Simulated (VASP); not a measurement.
# RePb2 (I4/mmm) in VASP: relaxation of cell and atoms with PBE

Aim: the relaxation of cell and atoms of RePb2 with PBE.

Everything below comes from runs of VASP 6.6.1. Logs are shortened: lines on timing, memory, paths and dates and some standing lists are left out, and cuts for length are marked.

**1. The cell of the first run**

Symmetry: I4/mmm, No. 139, tetragonal system. The conventional cell has a = 3.911 Å, b = 3.911 Å, c = 9.593 Å, α = 90.00°, β = 90.00°, γ = 90.00°. Within 4.2 Å of Re (site symmetry 4/mmm) lie 10 Pb at 3.19 to 3.21 Å and 4 Re at 3.91 Å. Pb (site symmetry 4mm) has 9 Pb at 3.17 to 3.91 Å and 5 Re at 3.19 to 3.21 Å within 4.2 Å.

**2. Relaxation of cell and atoms, PBE**

Contents of INCAR:

```
  PREC = Accurate
  ENCUT = 560
  EDIFF = 1E-7
  ISMEAR = 0
  SIGMA = 0.1
  LREAL = False
  LASPH = True
  NELM = 120
  ALGO = Normal
  ISIF = 3
  LWAVE = False
  LCHARG = False
  GGA = PE
  IBRION = 2
  NSW = 90
  EDIFFG = -0.04
  GGA_COMPAT = False
  NELMIN = 4
```

Contents of KPOINTS:

```
Automatic mesh
0
Gamma
  6 6 6
```

Contents of POSCAR:

```
RePb2
1.0
   -1.9553292906      1.9553292906      4.7966671661
    1.9553292906     -1.9553292906      4.7966671661
    1.9553292906      1.9553292906     -4.7966671661
Re Pb
1 2
Direct
    0.0000000000      0.0000000000      0.0000000000
    0.6650000000      0.6650000000      0.0000000000
    0.3350000000      0.3350000000      0.0000000000
```

Potentials or basis: VASP PAW PBE potentials, release 64 (Re_sv_GW, Pb_d).

Started as:

```sh
> cat potpaw_PBE.64/Re_sv_GW/POTCAR potpaw_PBE.64/Pb_d/POTCAR > POTCAR
> mpirun -np 1 vasp_std > vasp.out
```

OUTCAR:

```text
PREC = Accurate
   ENCUT = 560
   EDIFF = 1E-7
   ISMEAR = 0
   LREAL = False
   LASPH = True
   NELM = 120
   ISIF = 3
   GGA = PE
   IBRION = 2
   NSW = 90
   EDIFFG = -0.04
   NELMIN = 4

 ion  position               nearest neighbor table
   1  0.000  0.000  0.000-   2 3.19   2 3.19   2 3.19   3 3.19   2 3.19   3 3.19   3 3.19   3 3.19
                             2 3.21   3 3.21
   2  0.665  0.665  0.000-   3 3.17   1 3.19   1 3.19   1 3.19   1 3.19   3 3.21   3 3.21   3 3.21
                             3 3.21   1 3.21
   3  0.335  0.335  0.000-   2 3.17   1 3.19   1 3.19   1 3.19   1 3.19   2 3.21   2 3.21   2 3.21
                             2 3.21   1 3.21

  LATTYP: Found a body centered tetragonal cell.
 ALAT       =     3.9106585812
 C/A-ratio  =     2.4531250000

  Lattice vectors:

 A1 = (  -1.9553292906,   1.9553292906,   4.7966671661)
 A2 = (   1.9553292906,  -1.9553292906,   4.7966671661)
 A3 = (   1.9553292906,   1.9553292906,  -4.7966671661)

Analysis of symmetry for initial positions (statically):
=====================================================================
 Subroutine PRICEL returns:
 Original cell was already a primitive cell.

 Routine SETGRP: Setting up the symmetry group for a
 body centered tetragonal supercell.

 Subroutine GETGRP returns: Found 16 space group operations
 (whereof 16 operations were pure point group operations)
 out of a pool of 16 trial point group operations.

The static configuration has the point symmetry D_4h.

Analysis of symmetry for dynamics (positions and initial velocities):
=====================================================================
 Subroutine PRICEL returns:
 Original cell was already a primitive cell.

 Routine SETGRP: Setting up the symmetry group for a
 body centered tetragonal supercell.

 Subroutine GETGRP returns: Found 16 space group operations
 (whereof 16 operations were pure point group operations)
 out of a pool of 16 trial point group operations.

The dynamic configuration has the point symmetry D_4h.

 Subroutine INISYM returns: Found 16 space group operations
 (whereof 16 operations are pure point group operations),
 and found     1 'primitive' translations

----------------------------------------------------------------------------------------

                                     Primitive cell

  volume of cell :      73.3566

  direct lattice vectors                    reciprocal lattice vectors
    -1.955329291  1.955329291  4.796667166     0.000000000  0.255711405  0.104239044
[... 105 lines left out ...]
   IALGO  =     38    algorithm
   IMIX   =      4    mixing-type and parameters
     AMIX     =   0.40;   BMIX     =  1.00
     AMIX_MAG =   1.60;   BMIX_MAG =  1.00
  volume/ion in A,a.u.               =      24.45       165.01
  Fermi-wavevector in a.u.,A,eV,Ry     =   1.370097  2.589107 25.540376  1.877165
  Thomas-Fermi vector in A             =   2.495913
   LORBIT       =      0    0 simple, 1 ext, 2 COOP (PROOUT), +10 PAW based schemes
   GGA     = PE    functional components
   LHFCALC =     F    Hartree Fock is set to
   AEXX    =    0.0000 exact exchange contribution
   IVDW    =     0    specifies the selected vdW correction
   LEPSILON=     F    determine dielectric tensor
   LRPA    =     F    only Hartree local field effects (RPA)
 conjugate gradient relaxation of ions
 non-spin polarized calculation
 Gauss-broadening in eV      SIGMA  =   0.10
  energy-cutoff  :      560.00
  volume of cell :       73.36
 maximum number of plane-waves:      2239
 NGX is ok and might be reduce to    48
   NGX = 21   NGY = 21   NGZ = 21

--------------------------------------- Ionic step        1  -------------------------------------------

 number of electron      43.0000000 magnetization

 Free energy of the ion-electron system (eV)
  ---------------------------------------------------
  ext. energy  EPLUGINS =         0.00000000
  ---------------------------------------------------
  free energy    TOTEN  =       -17.72268781 eV

  energy without entropy =      -17.70242604  energy(sigma->0) =      -17.71255692

------------------------ aborting loop because EDIFF is reached ----------------------------------------

  FORCE on cell =-STRESS in cart. coord.  units (eV):
  Direction    XX          YY          ZZ          XY          YZ          ZX
  --------------------------------------------------------------------------------------
  -------------------------------------------------------------------------------------
  Total       -3.5319172     -3.5319172     -2.6388499      0.0000000      0.0000000      0.0000000
  in kB      -77.1403681    -77.1403681    -57.6349453      0.0000000      0.0000000      0.0000000
  external PRESSURE =     -70.6385605 kB  Pullay stress =       0.0000000 kB
[... 92 lines left out ...]
  FREE ENERGIE OF THE ION-ELECTRON SYSTEM (eV)
  ---------------------------------------------------
  free  energy   TOTEN  =       -17.9174934940 eV

  energy  without entropy=      -17.8972822730  energy(sigma->0) =      -17.90738788

 E-fermi :  10.0151     XC(G=0): -11.7963

 val. band max:       10.0111344847   @ k =   0.5000   0.1667   0.0000
 cond. band min:      10.0800379092   @ k =   0.5000   0.3333   0.0000
 fundamental gap:      0.0689034245
 Fermi energy:        10.0151100651

 k-point     1 :       0.0000    0.0000    0.0000
  band No.  band energies     occupation
      1     -69.8065      2.00000
      2     -31.6927      2.00000
      3     -31.6927      2.00000
      4     -31.5628      2.00000
      5      -7.1572      2.00000
      6      -7.0920      2.00000
[... 661 lines left out ...]
     24      12.5539      0.00000
     25      13.1636      0.00000

 [... further k-points ...]

[... ionic steps 4 to 17 ...]

--------------------------------------- Ionic step       18  -------------------------------------------

 number of electron      42.9999999 magnetization

------------------------ aborting loop because EDIFF is reached ----------------------------------------
[... 69 lines left out ...]
--------------------------------------- Ionic step       20  -------------------------------------------

 number of electron      43.0000002 magnetization

 Free energy of the ion-electron system (eV)
  ---------------------------------------------------
  ext. energy  EPLUGINS =         0.00000000
  ---------------------------------------------------
  free energy    TOTEN  =       -18.45572295 eV

  energy without entropy =      -18.44799684  energy(sigma->0) =      -18.45185989

 E-fermi :   8.5403     XC(G=0): -11.2812

 val. band max:        8.5001171377   @ k =  -0.3333   0.5000   0.3333
 cond. band min:       8.5629766350   @ k =  -0.1667   0.5000   0.1667
 fundamental gap:      0.0628594973
 Fermi energy:         8.5403065391

 k-point     1 :       0.0000    0.0000    0.0000
  band No.  band energies     occupation
      1     -70.8534      2.00000
      2     -32.6913      2.00000
      3     -32.6913      2.00000
      4     -32.6507      2.00000
      5      -8.2731      2.00000
      6      -8.2625      2.00000
[... 693 lines left out ...]
  FREE ENERGIE OF THE ION-ELECTRON SYSTEM (eV)
  ---------------------------------------------------
  free  energy   TOTEN  =       -18.4557229505 eV

  energy  without entropy=      -18.4479968353  energy(sigma->0) =      -18.45185989

 reached required accuracy - stopping structural energy minimisation
```

CONTCAR:

```text
RePb2
   1.00000000000000
    -1.6362791373469776    1.6362791373469776    6.6821302249375485
     1.6362791373469776   -1.6362791373469776    6.6821302249375485
     1.6362791373469776    1.6362791373469776   -6.6821302249375485
  Re              Pb
     1     2
Direct
     0.0000000000000000    0.0000000000000000    0.0000000000000000
     0.6374181065219086    0.6374181065219086    0.0000000000000000
     0.3625818934780916    0.3625818934780916    0.0000000000000000

  0.00000000E+00  0.00000000E+00  0.00000000E+00
  0.00000000E+00  0.00000000E+00  0.00000000E+00
  0.00000000E+00  0.00000000E+00  0.00000000E+00
```

Wall time 32 min (1 thread of Intel Xeon Platinum 8259CL at 2.50GHz (Skylake/Cascade Lake), shared host); peak memory 0.41 GiB.

What came out:

| Item | Value |
| --- | --- |
| Free energy | -18.4557 eV |
| Relaxed volume | 23.85 Å³/atom |
| Relaxed cell | a = 7.071 Å, b = 7.071 Å, c = 7.071 Å, α = 153.24°, β = 153.24°, γ = 38.20° |
| Space group after relaxing (to 0.1 Å) | I4/mmm (No. 139) |
| Energy gained by relaxing | 244.3 meV/atom |
| Ionic steps | 20 |
| Pressure after relaxing | 0.2 GPa |
| Largest force after relaxing | 0.036 eV/Å |
| Band gap on the k mesh | zero (an odd number of electrons rules out a gap without spin polarisation) |

Forces in eV/Å, atoms in the order of the input:
```
Re   0.000  0.000  0.000
Pb   0.000  0.000  0.036
Pb   0.000  0.000 -0.036
```

The path:
| step | energy change (eV) | largest force (eV/Å) | pressure (GPa) | volume (Å³) |
| --- | --- | --- | --- | --- |
| 1 | 0.0000 | 0.8633 | -7.06 | 73.36 |
| 2 | -0.1089 | 0.4070 | 8.43 | 62.49 |
| 3 | -0.1948 | 0.6475 | 0.98 | 66.46 |
| 4 | -0.2633 | 0.4098 | 0.96 | 66.44 |
| 5 | -0.3879 | 0.4709 | 3.09 | 66.18 |
| 6 | 0.0940 | 3.3208 | 17.02 | 64.83 |
| 7 | -0.3648 | 1.0961 | 4.72 | 66.06 |
| 8 | -0.3865 | 1.0637 | 4.37 | 66.41 |
| 9 | -0.4375 | 0.9761 | 3.53 | 67.43 |
| 10 | -0.5045 | 0.8683 | 2.67 | 69.34 |
| 11 | -0.5657 | 0.7495 | 2.69 | 72.65 |
| 12 | -0.5618 | 0.9294 | 3.09 | 73.98 |
| 13 | -0.4258 | 1.3161 | 3.68 | 76.23 |
| 14 | -0.5465 | 1.0254 | 3.45 | 74.26 |
| 15 | -0.6029 | 0.5872 | 0.10 | 76.07 |
| 16 | -0.6096 | 0.3925 | -1.38 | 76.98 |
| 17 | -0.6304 | 0.3711 | -1.26 | 76.41 |
| 18 | -0.6841 | 0.2945 | -0.82 | 74.72 |
| 19 | -0.7329 | 0.0110 | 0.29 | 71.34 |
| 20 | -0.7330 | 0.0357 | 0.17 | 71.56 |

Final structure:
```yaml
crystal:
  lattice:
    - [-1.63628, 1.63628, 6.68213]
    - [1.63628, -1.63628, 6.68213]
    - [1.63628, 1.63628, -6.68213]
  atoms:
    - { symbol: Re, position: [0.00000, 0.00000, 0.00000] }
    - { symbol: Pb, position: [0.63742, 0.63742, 0.00000] }
    - { symbol: Pb, position: [0.36258, 0.36258, 0.00000] }
```

Caveat: a cell axis changed by over 15 % at a fixed basis, so the end point is rough; spin-orbit coupling is left out, which moves the levels of the heavy elements.

The gap in the log of VASP goes by the Fermi energy; the results here count the filled bands.